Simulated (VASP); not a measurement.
Nb, 1 atom in the cell. Symmetry: Im-3m, No. 229, cubic system. Conventional cell: a = 3.311 Å, b = 3.311 Å, c = 3.311 Å, α = 90.00°, β = 90.00°, γ = 90.00°. Nb (site symmetry m-3m) has 14 Nb at 2.87 to 3.31 Å within 3.8 Å. 

- Program: VASP 6.6.1
- Task: single point
- Functional: PBE
- Potentials or basis: VASP PAW PBE potentials, release 64 (Nb_sv)
- Cutoff: 520 eV
- k mesh: 18 × 18 × 18
- Occupations: gaussian, width 0.1 eV
- Spin: no spin polarisation
- Dipole correction: no
- Further INCAR settings: ALGO = Fast; EDIFF = 1e-07; NBANDS = 12

Potentials or basis: VASP PAW PBE potentials, release 64 (Nb_sv).

Command:

```console
$ cat potpaw_PBE.64/Nb_sv/POTCAR > POTCAR
$ mpirun -np 1 vasp_std > vasp.out
```

Hardware: 1 thread of Intel(R) Xeon(R) 6975P-C (Granite Rapids), with other jobs on the host.

Question: How long does it take, and how much memory?

Answer: Run time: 33 s on 1 thread of Intel(R) Xeon(R) 6975P-C (Granite Rapids), on a shared host, peak memory 0.16 GiB. Counts: scf iterations 27, k points 195.
